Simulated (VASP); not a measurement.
# CdSe (F-43m) in VASP: notebook

The runs below take CdSe through single point, with LDA.

All numbers are computed with VASP 6.6.1; they aren't measurements. Logs are shortened: lines on timing, memory, paths and dates and some standing lists are left out, and cuts for length are marked.

### Step 1. The cell of the first run

The structure is cubic, space group F-43m (No. 216). Conventional cell: a = 6.141 Å, b = 6.141 Å, c = 6.141 Å, α = 90.00°, β = 90.00°, γ = 90.00°. Cd (site symmetry -43m) has 4 Se at 2.66 Å within 3.5 Å. Within 3.5 Å of Se (site symmetry -43m) lie 4 Cd at 2.66 Å.

### Step 2. Single point, LDA

Contents of INCAR:

```
  PREC = Accurate
  ENCUT = 500
  EDIFF = 1E-6
  ISMEAR = 1
  SIGMA = 0.3
  LREAL = F
  LASPH = T
  NELM = 120
  ALGO = Normal
  ISIF = 2
  LWAVE = F
  LCHARG = F
  NBANDS = 16
  GGA_COMPAT = F
```

Contents of KPOINTS:

```
regular mesh
0
Gamma
  7 7 7
```

Contents of POSCAR:

```
CdSe
1.0
    0.0000000000      3.0702712000      3.0702712000
    3.0702712000      0.0000000000      3.0702712000
    3.0702712000      3.0702712000      0.0000000000
Cd Se
1 1
Direct
    0.0000000000      0.0000000000      0.0000000000
    0.7500000000      0.7500000000      0.7500000000
```

Potentials or basis: VASP PAW LDA potentials, release 64 (Cd, Se).

The run is started by

```
$ cat potpaw_LDA.64/Cd/POTCAR potpaw_LDA.64/Se/POTCAR > POTCAR
$ mpirun -np 1 vasp_std > vasp.out
```

OUTCAR:

```text
PREC = Accurate
   ENCUT = 500
   EDIFF = 1E-6
   ISMEAR = 1
   LREAL = F
   LASPH = T
   NELM = 120
   ISIF = 2

 ion  position               nearest neighbor table
   1  0.000  0.000  0.000-   2 2.66   2 2.66   2 2.66   2 2.66
   2  0.750  0.750  0.750-   1 2.66   1 2.66   1 2.66   1 2.66

  LATTYP: Found a face centered cubic cell.
 ALAT       =     6.1405424000

  Lattice vectors:

 A1 = (   0.0000000000,   3.0702712000,   3.0702712000)
 A2 = (   3.0702712000,   0.0000000000,   3.0702712000)
 A3 = (   3.0702712000,   3.0702712000,   0.0000000000)

Analysis of symmetry for initial positions (statically):
=====================================================================
 Subroutine PRICEL returns:
 Original cell was already a primitive cell.

 Routine SETGRP: Setting up the symmetry group for a
 face centered cubic supercell.

 Subroutine GETGRP returns: Found 24 space group operations
 (whereof 24 operations were pure point group operations)
 out of a pool of 48 trial point group operations.

The static configuration has the point symmetry T_d .

Analysis of symmetry for dynamics (positions and initial velocities):
=====================================================================
 Subroutine PRICEL returns:
 Original cell was already a primitive cell.

 Routine SETGRP: Setting up the symmetry group for a
 face centered cubic supercell.

 Subroutine GETGRP returns: Found 24 space group operations
 (whereof 24 operations were pure point group operations)
 out of a pool of 48 trial point group operations.

The dynamic configuration has the point symmetry T_d .

 Subroutine INISYM returns: Found 24 space group operations
 (whereof 24 operations are pure point group operations),
 and found     1 'primitive' translations

----------------------------------------------------------------------------------------

                                     Primitive cell

  volume of cell :      57.8842

  direct lattice vectors                    reciprocal lattice vectors
     0.000000000  3.070271200  3.070271200    -0.162852063  0.162852063  0.162852063
     3.070271200  0.000000000  3.070271200     0.162852063 -0.162852063  0.162852063
     3.070271200  3.070271200  0.000000000     0.162852063  0.162852063 -0.162852063

  length of vectors
     4.342019171  4.342019171  4.342019171     0.282068048  0.282068048  0.282068048

  position of ions in fractional coordinates (direct lattice)
     0.000000000  0.000000000  0.000000000
     0.750000000  0.750000000  0.750000000

  ion indices of the primitive-cell ions
   primitive index   ion index
                 1           1
                 2           2

----------------------------------------------------------------------------------------

 KPOINTS: regular mesh

Automatic generation of k-mesh.
 Grid dimensions read from file:
 generate k-points for:    7    7    7

 Generating k-lattice:

  Cartesian coordinates                     Fractional coordinates (reciprocal lattice)
    -0.023264580  0.023264580  0.023264580     0.142857143  0.000000000  0.000000000
     0.023264580 -0.023264580  0.023264580     0.000000000  0.142857143  0.000000000
     0.023264580  0.023264580 -0.023264580     0.000000000  0.000000000  0.142857143

  Length of vectors
     0.040295435  0.040295435  0.040295435

  Shift w.r.t. Gamma in fractional coordinates (k-lattice)
     0.000000000  0.000000000  0.000000000

 Subroutine IBZKPT returns following result:
 ===========================================

 Found     20 irreducible k-points:

 Following reciprocal coordinates:
            Coordinates               Weight
  0.000000  0.000000  0.000000      1.000000
  0.142857  0.000000  0.000000      8.000000
  0.285714  0.000000  0.000000      8.000000
  0.428571  0.000000  0.000000      8.000000
  0.142857  0.142857  0.000000      6.000000
  0.285714  0.142857  0.000000     24.000000
[... 12 lines left out ...]
 -0.428571  0.428571  0.142857     24.000000
 -0.285714  0.428571  0.142857     24.000000
   k-points           NKPTS =     20   k-points in BZ     NKDIM =     20   number of bands    NBANDS=     16
   number of dos      NEDOS =    301   number of ions     NIONS =      2
   total plane-waves  NPLWV =  32768
   dimension x,y,z NGX =    32 NGY =   32 NGZ =   32
   dimension x,y,z NGXF=    64 NGYF=   64 NGZF=   64
   ions per type =               1   1
   NGX,Y,Z   is equivalent  to a cutoff of  12.25, 12.25, 12.25 a.u.
   NGXF,Y,Z  is equivalent  to a cutoff of  24.50, 24.50, 24.50 a.u.
 SYSTEM =  unknown system
   PREC   = accura    normal or accurate (medium, high low for compatibility)
   ISTART =      0    job   : 0-new  1-cont  2-samecut
   ICHARG =      2    charge: 1-file 2-atom 10-const
   ISPIN  =      1    spin polarized calculation?
   LNONCOLLINEAR =      F non collinear calculations
   LSORBIT =      F    spin-orbit coupling
   LASPH  =      T    aspherical Exc in radial PAW
   ENCUT  =  500.0 eV  36.75 Ry    6.06 a.u.   7.92  7.92  7.92*2*pi/ulx,y,z
   NELM   =    120;   NELMIN=  2; NELMDL= -5     # of ELM steps
   EDIFF  = 0.1E-05   stopping-criterion for ELM
   LREAL  =      F    real-space projection
   EDIFFG = 0.1E-04   stopping-criterion for IOM
   NSW    =      0    number of steps for IOM
   IBRION =     -1    ionic relax: 0-MD 1-quasi-New 2-CG
   NFREE  =      0    steps in history (QN), initial steepest desc. (CG)
   ISIF   =      2    stress and relaxation
   ISYM   =      2    0-nonsym 1-usesym 2-fastsym
   POTIM  = 0.5000    time-step for ionic-motion
   TEBEG  =    0.0;   TEEND  =   0.0 temperature during run
   PSTRESS=    0.0 pullay stress
   NELECT =      18.0000    total number of electrons
   NUPDOWN=      -1.0000    fix difference up-down
   EMIN   =  10.00;   EMAX   =-10.00  energy-range for DOS
   EFERMI =   0.00;   METHOD = LEGACY
   ISMEAR =     1;   SIGMA  =   0.30  broadening in eV -4-tet -1-fermi 0-gaus
   EFERMI_NEDOS =   21; number of points for ismear=-14 and -15
   IALGO  =     38    algorithm
   IMIX   =      4    mixing-type and parameters
     AMIX     =   0.40;   BMIX     =  1.00
     AMIX_MAG =   1.60;   BMIX_MAG =  1.00
  volume/ion in A,a.u.               =      28.94       195.31
  Fermi-wavevector in a.u.,A,eV,Ry     =   1.109121  2.095935 16.737199  1.230149
  Thomas-Fermi vector in A             =   2.245657
   LORBIT       =      0    0 simple, 1 ext, 2 COOP (PROOUT), +10 PAW based schemes
   GGA     = CA    functional components
   LHFCALC =     F    Hartree Fock is set to
   AEXX    =    0.0000 exact exchange contribution
   IVDW    =     0    specifies the selected vdW correction
   LEPSILON=     F    determine dielectric tensor
   LRPA    =     F    only Hartree local field effects (RPA)
 non-spin polarized calculation
 Methfessel and Paxton  Order N= 1 SIGMA  =   0.30
  energy-cutoff  :      500.00
  volume of cell :       57.88
 maximum number of plane-waves:      1483
   NGX = 15   NGY = 15   NGZ = 15

 number of electron      18.0000006 magnetization

 Free energy of the ion-electron system (eV)
  ---------------------------------------------------
  ext. energy  EPLUGINS =         0.00000000
  ---------------------------------------------------
  free energy    TOTEN  =        -6.72870168 eV

  energy without entropy =       -6.73209786  energy(sigma->0) =       -6.72983374

 E-fermi :   0.6684     XC(G=0):  -9.1648

 val. band max:        0.5830507330   @ k =   0.0000   0.0000   0.0000
 cond. band min:       0.8870662414   @ k =   0.0000   0.0000   0.0000
 fundamental gap:      0.3040155084
 Fermi energy:         0.6684425134

 k-point     1 :       0.0000    0.0000    0.0000
  band No.  band energies     occupation
      1     -11.9066      2.00000
      2      -7.2736      2.00000
      3      -7.2736      2.00000
      4      -7.2736      2.00000
      5      -6.9243      2.00000
      6      -6.9243      2.00000
[... 8 lines left out ...]
     15      11.6044      0.00000
     16      11.6044      0.00000

 k-point     2 :       0.1429    0.0000    0.0000
  band No.  band energies     occupation
      1     -11.8409      2.00000
      2      -7.2531      2.00000
      3      -7.2531      2.00000
      4      -7.2137      2.00000
      5      -6.9253      2.00000
      6      -6.9253      2.00000
[... 8 lines left out ...]
     15      10.6914      0.00000
     16      10.7740      0.00000

 k-point     3 :       0.2857    0.0000    0.0000
  band No.  band energies     occupation
      1     -11.6910      2.00000
      2      -7.2128      2.00000
      3      -7.2128      2.00000
      4      -7.0089      2.00000
      5      -6.9199      2.00000
      6      -6.9199      2.00000
[... 8 lines left out ...]
     15      10.6711      0.00000
     16      10.6711      0.00000

 k-point     4 :       0.4286    0.0000    0.0000
  band No.  band energies     occupation
      1     -11.5694      2.00000
      2      -7.1887      2.00000
      3      -7.1887      2.00000
      4      -6.9056      2.00000
      5      -6.9056      2.00000
      6      -6.7152      2.00000
[... 8 lines left out ...]
     15      11.9775      0.00000
     16      11.9775      0.00000

 k-point     5 :       0.1429    0.1429    0.0000
  band No.  band energies     occupation
      1     -11.8191      2.00000
      2      -7.2328      2.00000
      3      -7.2328      2.00000
      4      -7.2212      2.00000
      5      -6.9376      2.00000
      6      -6.9140      2.00000
[... 8 lines left out ...]
     15      11.4833      0.00000
     16      11.7816      0.00000

 k-point     6 :       0.2857    0.1429    0.0000
  band No.  band energies     occupation
      1     -11.6976      2.00000
      2      -7.2051      2.00000
      3      -7.1882      2.00000
      4      -7.0796      2.00000
      5      -6.9311      2.00000
      6      -6.9045      2.00000
[... 8 lines left out ...]
     15      11.6559      0.00000
     16      11.8945      0.00000

 k-point     7 :       0.4286    0.1429    0.0000
  band No.  band energies     occupation
      1     -11.5670      2.00000
      2      -7.1794      2.00000
      3      -7.1591      2.00000
      4      -6.9560      2.00000
      5      -6.8970      2.00000
      6      -6.7521      2.00000
[... 8 lines left out ...]
     15      11.7184      0.00000
     16      12.5308      0.00000

 k-point     8 :      -0.4286    0.1429    0.0000
  band No.  band energies     occupation
      1     -11.5267      2.00000
      2      -7.1710      2.00000
      3      -7.1589      2.00000
      4      -6.9229      2.00000
      5      -6.9083      2.00000
      6      -6.6199      2.00000
[... 8 lines left out ...]
     15      11.7435      0.00000
     16      11.8642      0.00000

 k-point     9 :      -0.2857    0.1429    0.0000
  band No.  band energies     occupation
      1     -11.6071      2.00000
      2      -7.1856      2.00000
      3      -7.1791      2.00000
      4      -6.9401      2.00000
      5      -6.9314      2.00000
      6      -6.8298      2.00000
[... 8 lines left out ...]
     15      11.2415      0.00000
     16      12.3917      0.00000
[... 96 lines left out ...]
 k-point    15 :       0.4286    0.4286    0.0000
  band No.  band energies     occupation
      1     -11.4628      2.00000
      2      -7.0898      2.00000
      3      -7.0442      2.00000
      4      -7.0442      2.00000
      5      -6.8722      2.00000
      6      -6.6537      2.00000
[... 8 lines left out ...]
     15      12.8440      0.00000
     16      13.9470      0.00000

 k-point    16 :      -0.4286    0.4286    0.0000
  band No.  band energies     occupation
      1     -11.4412      2.00000
      2      -7.1024      2.00000
      3      -7.0434      2.00000
      4      -7.0203      2.00000
      5      -6.8799      2.00000
      6      -6.5515      2.00000
[... 8 lines left out ...]
     15      12.7989      0.00000
     16      13.7190      0.00000

 k-point    17 :       0.4286    0.2857    0.1429
  band No.  band energies     occupation
      1     -11.5861      2.00000
      2      -7.1633      2.00000
      3      -7.1483      2.00000
      4      -7.0013      2.00000
      5      -6.9040      2.00000
      6      -6.8206      2.00000
[... 8 lines left out ...]
     15      12.4416      0.00000
     16      13.2540      0.00000

 k-point    18 :      -0.4286    0.2857    0.1429
  band No.  band energies     occupation
      1     -11.4970      2.00000
      2      -7.1445      2.00000
      3      -7.1223      2.00000
      4      -6.9589      2.00000
      5      -6.9070      2.00000
      6      -6.5981      2.00000
[... 8 lines left out ...]
     15      11.9571      0.00000
     16      13.2477      0.00000

 k-point    19 :      -0.4286    0.4286    0.1429
  band No.  band energies     occupation
      1     -11.4587      2.00000
      2      -7.1011      2.00000
      3      -7.0870      2.00000
      4      -6.9985      2.00000
      5      -6.8907      2.00000
      6      -6.5676      2.00000
[... 8 lines left out ...]
     15      12.7553      0.00000
     16      13.5789      0.00000

 k-point    20 :      -0.2857    0.4286    0.1429
  band No.  band energies     occupation
      1     -11.4492      2.00000
      2      -7.1167      2.00000
      3      -7.0885      2.00000
      4      -6.9632      2.00000
      5      -6.9138      2.00000
      6      -6.4951      2.00000
[... 8 lines left out ...]
     15      12.1716      0.00000
     16      14.0131      0.00000

------------------------ aborting loop because EDIFF is reached ----------------------------------------

  FORCE on cell =-STRESS in cart. coord.  units (eV):
  Direction    XX          YY          ZZ          XY          YZ          ZX
  --------------------------------------------------------------------------------------
  -------------------------------------------------------------------------------------
  Total       -1.0498760     -1.0498760     -1.0498760     -0.0000000      0.0000000     -0.0000000
  in kB      -29.0595154    -29.0595154    -29.0595154     -0.0000000      0.0000000     -0.0000000
  external PRESSURE =     -29.0595154 kB  Pullay stress =       0.0000000 kB

 VOLUME and BASIS-vectors are now :
 -----------------------------------------------------------------------------
  energy-cutoff  :      500.00
  volume of cell :       57.88
      direct lattice vectors                 reciprocal lattice vectors
     0.000000000  3.070271200  3.070271200    -0.162852063  0.162852063  0.162852063
     3.070271200  0.000000000  3.070271200     0.162852063 -0.162852063  0.162852063
     3.070271200  3.070271200  0.000000000     0.162852063  0.162852063 -0.162852063

 POSITION                                       TOTAL-FORCE (eV/Angst)
 -----------------------------------------------------------------------------------
      0.00000      0.00000      0.00000        -0.000000     -0.000000     -0.000000
      4.60541      4.60541      4.60541         0.000000      0.000000      0.000000
 -----------------------------------------------------------------------------------
    total drift:                                0.000000      0.000000      0.000000

  FREE ENERGIE OF THE ION-ELECTRON SYSTEM (eV)
  ---------------------------------------------------
  free  energy   TOTEN  =        -6.7287016800 eV

  energy  without entropy=       -6.7320978567  energy(sigma->0) =       -6.72983374
```

It took 20 s on 1 thread of Intel Xeon 8259CL, shared host; peak memory 0.15 GiB.

Results:

```
Free energy            : -6.7287 eV
Pressure               : -2.9 GPa
Band gap on the k mesh : 0.30 eV, direct
```

Levels at points of the mesh, in eV from the valence-band top:
| k point | band 6 | band 7 | band 8 | band 9 | band 10 | band 11 | band 12 | band 13 |
| --- | --- | --- | --- | --- | --- | --- | --- | --- |
| (0.00, 0.00, 0.00) | -7.51 | 0.00 | 0.00 | 0.00 | 0.30 | 5.79 | 5.79 | 5.79 |

### Step 3. Single point, LDA

Contents of INCAR:

```
SYSTEM = CdSe
PREC     = Accurate       ! precision mode
ENCUT    = 500            ! plane-wave cutoff, eV
EDIFF    = 1E-6           ! SCF threshold, eV
ISMEAR   = 1              ! smearing method
SIGMA    = 0.3            ! smearing width, eV
LREAL    = .FALSE.        ! projectors in reciprocal space
LASPH    = .TRUE.         ! aspherical terms in the spheres
NELM     = 120            ! most SCF steps
ALGO     = Normal         ! electronic algorithm
ISIF     = 2              ! what is computed and relaxed
LWAVE    = .FALSE.        ! write WAVECAR
LCHARG   = .FALSE.        ! write CHGCAR
GGA      = CA             ! functional
NBANDS   = 16             ! bands
GGA_COMPAT= .FALSE.
```

Contents of KPOINTS:

```
regular mesh
0
G
  7 7 7
  0 0 0
```

POSCAR is that of step 2.

Potentials or basis: VASP PAW LDA potentials, release 64 (Cd, Se).

The run is started by

```
$ cat potpaw_LDA.64/Cd/POTCAR potpaw_LDA.64/Se/POTCAR > POTCAR
$ mpirun -np 1 vasp_std > vasp.out
```

Wall time 18 s (1 thread of Intel Xeon 8259CL, shared host); peak memory 0.16 GiB.

It converged, with:

| Property | Result |
| --- | --- |
| Free energy | -6.7287 eV |
| Pressure | -2.9 GPa |
| Band gap on the k mesh | 0.30 eV, direct |

Levels at points of the mesh, in eV from the valence-band top:
| k point | band 5 | band 6 | band 7 | band 8 | band 9 | band 10 | band 11 | band 12 | band 13 | band 14 |
| --- | --- | --- | --- | --- | --- | --- | --- | --- | --- | --- |
| (0.00, 0.00, 0.00) | -7.51 | -7.51 | 0.00 | 0.00 | 0.00 | 0.30 | 5.79 | 5.79 | 5.79 | 9.38 |
